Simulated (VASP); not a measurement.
# Co (Im-3m) in VASP: single point with PBEsol

Aim: the single point of Co with PBEsol.

All numbers are computed with VASP 6.6.1; they aren't measurements. Logs are shortened: lines on timing, memory, paths and dates and some standing lists are left out, and cuts for length are marked.

## (1) The cell of the first run

The structure is cubic, space group Im-3m (No. 229). The conventional cell has a = 2.805 Å, b = 2.805 Å, c = 2.805 Å, α = 90.00°, β = 90.00°, γ = 90.00°. Co (site symmetry m-3m) has 14 Co at 2.43 to 2.80 Å within 3.2 Å.

## (2) Single point, PBEsol, collinear spin, ferromagnetic start

INCAR

```
SYSTEM = Co
PREC     = Accurate       ! precision mode
ENCUT    = 520            ! plane-wave cutoff, eV
EDIFF    = 1E-7           ! SCF threshold, eV
ISMEAR   = 0              ! smearing method
SIGMA    = 0.15           ! smearing width, eV
LREAL    = .False.        ! projectors in reciprocal space
LASPH    = .True.         ! aspherical terms in the spheres
NELM     = 150            ! most SCF steps
ALGO     = Normal         ! electronic algorithm
ISIF     = 2              ! what is computed and relaxed
LWAVE    = .False.        ! write WAVECAR
LCHARG   = .False.        ! write CHGCAR
ISPIN    = 2              ! spin polarisation
MAGMOM   = 2.05           ! initial moments
LORBIT   = 11             ! projections on sites
LMAXMIX  = 4              ! l up to which the mixer works
GGA      = PS             ! functional
NBANDS   = 14             ! bands
```

KPOINTS

```
Automatic mesh
0
Gamma
  24 24 24
  0 0 0
```

POSCAR

```
Co
1.0
   -1.4023200000      1.4023200000      1.4023200000
    1.4023200000     -1.4023200000      1.4023200000
    1.4023200000      1.4023200000     -1.4023200000
Co
1
Direct
    0.0000000000      0.0000000000      0.0000000000
```

Potentials or basis: VASP PAW PBE potentials, release 64 (Co).

Command:

```
> cat potpaw_PBE.64/Co/POTCAR > POTCAR
> mpirun -np 1 vasp_std > vasp.out
```

OUTCAR:

```text
SYSTEM = Co
   PREC = Accurate
   ENCUT = 520
   EDIFF = 1E-7
   ISMEAR = 0
   LREAL = .False.
   LASPH = .True.
   NELM = 150
   ISIF = 2
   ISPIN = 2
   LORBIT = 11
   GGA = PS

 ion  position               nearest neighbor table
   1  0.000  0.000  0.000-

  LATTYP: Found a body centered cubic cell.
 ALAT       =     2.8046400000

  Lattice vectors:

 A1 = (  -1.4023200000,   1.4023200000,   1.4023200000)
 A2 = (   1.4023200000,  -1.4023200000,   1.4023200000)
 A3 = (   1.4023200000,   1.4023200000,  -1.4023200000)

Analysis of symmetry for initial positions (statically):
=====================================================================
 Subroutine PRICEL returns:
 Original cell was already a primitive cell.

 Routine SETGRP: Setting up the symmetry group for a
 body centered cubic supercell.

 Subroutine GETGRP returns: Found 48 space group operations
 (whereof 48 operations were pure point group operations)
 out of a pool of 48 trial point group operations.

The static configuration has the point symmetry O_h .

Analysis of symmetry for dynamics (positions and initial velocities):
=====================================================================
 Subroutine PRICEL returns:
 Original cell was already a primitive cell.

 Routine SETGRP: Setting up the symmetry group for a
 body centered cubic supercell.

 Subroutine GETGRP returns: Found 48 space group operations
 (whereof 48 operations were pure point group operations)
 out of a pool of 48 trial point group operations.

The dynamic configuration has the point symmetry O_h .

Analysis of structural, dynamic, and magnetic symmetry:
=====================================================================
 Subroutine PRICEL returns:
 Original cell was already a primitive cell.

 Routine SETGRP: Setting up the symmetry group for a
 body centered cubic supercell.

 Subroutine GETGRP returns: Found 48 space group operations
 (whereof 48 operations were pure point group operations)
 out of a pool of 48 trial point group operations.

The overall configuration has the point symmetry O_h .

 Subroutine INISYM returns: Found 48 space group operations
 (whereof 48 operations are pure point group operations),
 and found     1 'primitive' translations

----------------------------------------------------------------------------------------

                                     Primitive cell

  volume of cell :      11.0307

  direct lattice vectors                    reciprocal lattice vectors
    -1.402320000  1.402320000  1.402320000     0.000000000  0.356552000  0.356552000
     1.402320000 -1.402320000  1.402320000     0.356552000  0.000000000  0.356552000
     1.402320000  1.402320000 -1.402320000     0.356552000  0.356552000  0.000000000

  length of vectors
     2.428889488  2.428889488  2.428889488     0.504240673  0.504240673  0.504240673

  position of ions in fractional coordinates (direct lattice)
     0.000000000  0.000000000  0.000000000

  ion indices of the primitive-cell ions
   primitive index   ion index
                 1           1

----------------------------------------------------------------------------------------

 KPOINTS: Automatic mesh

Automatic generation of k-mesh.
 Grid dimensions read from file:
 generate k-points for:   24   24   24

 Generating k-lattice:

  Cartesian coordinates                     Fractional coordinates (reciprocal lattice)
     0.000000000  0.014856333  0.014856333     0.041666667  0.000000000  0.000000000
     0.014856333  0.000000000  0.014856333     0.000000000  0.041666667  0.000000000
     0.014856333  0.014856333  0.000000000     0.000000000  0.000000000  0.041666667

  Length of vectors
     0.021010028  0.021010028  0.021010028

  Shift w.r.t. Gamma in fractional coordinates (k-lattice)
     0.000000000  0.000000000  0.000000000

 Subroutine IBZKPT returns following result:
 ===========================================

 Found    413 irreducible k-points:

 Following reciprocal coordinates:
            Coordinates               Weight
  0.000000  0.000000  0.000000      1.000000
  0.041667  0.000000  0.000000     12.000000
  0.083333  0.000000  0.000000     12.000000
  0.125000  0.000000  0.000000     12.000000
  0.166667  0.000000  0.000000     12.000000
  0.208333  0.000000  0.000000     12.000000
[... 16 lines left out ...]
  0.416667  0.041667  0.000000     48.000000
  0.458333  0.041667  0.000000     48.000000
 [... further k-points ...]
   k-points           NKPTS =    413   k-points in BZ     NKDIM =    413   number of bands    NBANDS=     14
   number of dos      NEDOS =    301   number of ions     NIONS =      1
   total plane-waves  NPLWV =   5832
   dimension x,y,z NGX =    18 NGY =   18 NGZ =   18
   dimension x,y,z NGXF=    36 NGYF=   36 NGZF=   36
   ions per type =               1
   NGX,Y,Z   is equivalent  to a cutoff of  12.32, 12.32, 12.32 a.u.
   NGXF,Y,Z  is equivalent  to a cutoff of  24.64, 24.64, 24.64 a.u.
 SYSTEM =  Co
   PREC   = accura    normal or accurate (medium, high low for compatibility)
   ISTART =      0    job   : 0-new  1-cont  2-samecut
   ICHARG =      2    charge: 1-file 2-atom 10-const
   ISPIN  =      2    spin polarized calculation?
   LNONCOLLINEAR =      F non collinear calculations
   LSORBIT =      F    spin-orbit coupling
   LASPH  =      T    aspherical Exc in radial PAW
   ENCUT  =  520.0 eV  38.22 Ry    6.18 a.u.   4.52  4.52  4.52*2*pi/ulx,y,z
   NELM   =    150;   NELMIN=  2; NELMDL= -5     # of ELM steps
   EDIFF  = 0.1E-06   stopping-criterion for ELM
   LREAL  =      F    real-space projection
   EDIFFG = 0.1E-05   stopping-criterion for IOM
   NSW    =      0    number of steps for IOM
   IBRION =     -1    ionic relax: 0-MD 1-quasi-New 2-CG
   NFREE  =      0    steps in history (QN), initial steepest desc. (CG)
   ISIF   =      2    stress and relaxation
   ISYM   =      2    0-nonsym 1-usesym 2-fastsym
   POTIM  = 0.5000    time-step for ionic-motion
   TEBEG  =    0.0;   TEEND  =   0.0 temperature during run
   PSTRESS=    0.0 pullay stress
   NELECT =       9.0000    total number of electrons
   NUPDOWN=      -1.0000    fix difference up-down
   EMIN   =  10.00;   EMAX   =-10.00  energy-range for DOS
   EFERMI =   0.00;   METHOD = LEGACY
   ISMEAR =     0;   SIGMA  =   0.15  broadening in eV -4-tet -1-fermi 0-gaus
   EFERMI_NEDOS =   21; number of points for ismear=-14 and -15
   IALGO  =     38    algorithm
   IMIX   =      4    mixing-type and parameters
     AMIX     =   0.40;   BMIX     =  1.00
     AMIX_MAG =   1.60;   BMIX_MAG =  1.00
  volume/ion in A,a.u.               =      11.03        74.44
  Fermi-wavevector in a.u.,A,eV,Ry     =   1.529755  2.890818 31.839678  2.340150
  Thomas-Fermi vector in A             =   2.637332
   LORBIT       =     11    0 simple, 1 ext, 2 COOP (PROOUT), +10 PAW based schemes
   GGA     = PS    functional components
   LHFCALC =     F    Hartree Fock is set to
   AEXX    =    0.0000 exact exchange contribution
   IVDW    =     0    specifies the selected vdW correction
   LEPSILON=     F    determine dielectric tensor
   LRPA    =     F    only Hartree local field effects (RPA)
 spin polarized calculation
 Gauss-broadening in eV      SIGMA  =   0.15
  energy-cutoff  :      520.00
  volume of cell :       11.03
 maximum number of plane-waves:       321
   NGX =  9   NGY =  9   NGZ =  9

 number of electron       8.9999997 magnetization       1.7348215

 Free energy of the ion-electron system (eV)
  ---------------------------------------------------
  ext. energy  EPLUGINS =         0.00000000
  ---------------------------------------------------
  free energy    TOTEN  =        -7.61745263 eV

  energy without entropy =       -7.59977462  energy(sigma->0) =       -7.60861362

 E-fermi :  10.1792     XC(G=0): -13.4837

 val. band max:       10.1787177373   @ k =   0.1250   0.0833   0.0000
 cond. band min:      10.1796865863   @ k =  -0.2917   0.2917   0.1667
 fundamental gap:      0.0009688490
 Fermi energy:        10.1791975512

 spin component 1

 k-point     1 :       0.0000    0.0000    0.0000
  band No.  band energies     occupation
      1       0.9446      1.00000
      2       7.1639      1.00000
      3       7.1639      1.00000
      4       7.1639      1.00000
      5       8.2873      1.00000
      6       8.2873      1.00000
      7      35.3455      0.00000
      8      35.3455      0.00000
      9      35.3455      0.00000
     10      40.5158      0.00000
     11      40.5158      0.00000
     12      42.2617      0.00000
     13      42.2617      0.00000
     14      42.2617      0.00000
[... 375 lines left out ...]
 k-point    24 :       0.4583    0.0417    0.0000
  band No.  band energies     occupation
      1       4.7492      1.00000
      2       6.1899      1.00000
      3       8.3204      1.00000
      4       8.3780      1.00000
      5       9.3057      1.00000
      6      10.3685      0.03717
      7      16.6225      0.00000
      8      28.0532      0.00000
      9      29.5041      0.00000
     10      33.8063      0.00000
     11      37.4145      0.00000
     12      44.4305      0.00000
     13      46.1675      0.00000
     14      49.0917      0.00000

 [... further k-points ...]

 spin component 2

 k-point     1 :       0.0000    0.0000    0.0000
  band No.  band energies     occupation
      1       1.0547      1.00000
      2       8.7314      1.00000
      3       8.7314      1.00000
      4       8.7314      1.00000
      5      10.4733      0.00278
      6      10.4733      0.00278
      7      35.2086      0.00000
      8      35.2086      0.00000
      9      35.2086      0.00000
     10      40.6612      0.00000
     11      40.6612      0.00000
     12      43.0360      0.00000
     13      43.0362      0.00000
     14      43.0362      0.00000
[... 375 lines left out ...]
 k-point    24 :       0.4583    0.0417    0.0000
  band No.  band energies     occupation
      1       5.8053      1.00000
      2       7.6054      1.00000
      3       9.8087      0.99976
      4      10.3615      0.04284
      5      10.7856      0.00000
      6      11.5857      0.00000
      7      17.6473      0.00000
      8      28.1724      0.00000
      9      29.8677      0.00000
     10      34.1642      0.00000
     11      37.9378      0.00000
     12      44.4840      0.00000
     13      49.3261      0.00000
     14      50.0265      0.00000

 [... further k-points ...]

------------------------ aborting loop because EDIFF is reached ----------------------------------------

  FORCE on cell =-STRESS in cart. coord.  units (eV):
  Direction    XX          YY          ZZ          XY          YZ          ZX
  --------------------------------------------------------------------------------------
  -------------------------------------------------------------------------------------
  Total       -0.6443988     -0.6443988     -0.6443988      0.0000000      0.0000000      0.0000000
  in kB      -93.5974264    -93.5974264    -93.5974264      0.0000000      0.0000000      0.0000000
  external PRESSURE =     -93.5974264 kB  Pullay stress =       0.0000000 kB

 VOLUME and BASIS-vectors are now :
 -----------------------------------------------------------------------------
  energy-cutoff  :      520.00
  volume of cell :       11.03
      direct lattice vectors                 reciprocal lattice vectors
    -1.402320000  1.402320000  1.402320000     0.000000000  0.356552000  0.356552000
     1.402320000 -1.402320000  1.402320000     0.356552000  0.000000000  0.356552000
     1.402320000  1.402320000 -1.402320000     0.356552000  0.356552000  0.000000000

 POSITION                                       TOTAL-FORCE (eV/Angst)
 -----------------------------------------------------------------------------------
      0.00000      0.00000      0.00000         0.000000     -0.000000     -0.000000
 -----------------------------------------------------------------------------------
    total drift:                                0.000000      0.000000      0.000000

  FREE ENERGIE OF THE ION-ELECTRON SYSTEM (eV)
  ---------------------------------------------------
  free  energy   TOTEN  =        -7.6174526275 eV

  energy  without entropy=       -7.5997746208  energy(sigma->0) =       -7.60861362

 total charge

# of ion       s       p       d       tot
------------------------------------------
    1        0.483   0.520   7.231   8.234

 magnetization (x)

# of ion       s       p       d       tot
------------------------------------------
    1       -0.004  -0.042   1.796   1.750
```

Run time: 98 s. Hardware: 1 thread of Intel Xeon Platinum 8375C at 2.90GHz (Ice Lake), shared host; peak memory 0.21 GiB.

Results:

- Free energy: -7.6175 eV
- Pressure: -9.4 GPa
- Net moment: 1.73 μB per cell
- Site moments: Co +1.75 μB
- Valence electrons inside the program's atomic spheres: Co 8.23

Caveat: the PAW data sets were made with another functional, which shifts forces and pressure a little.
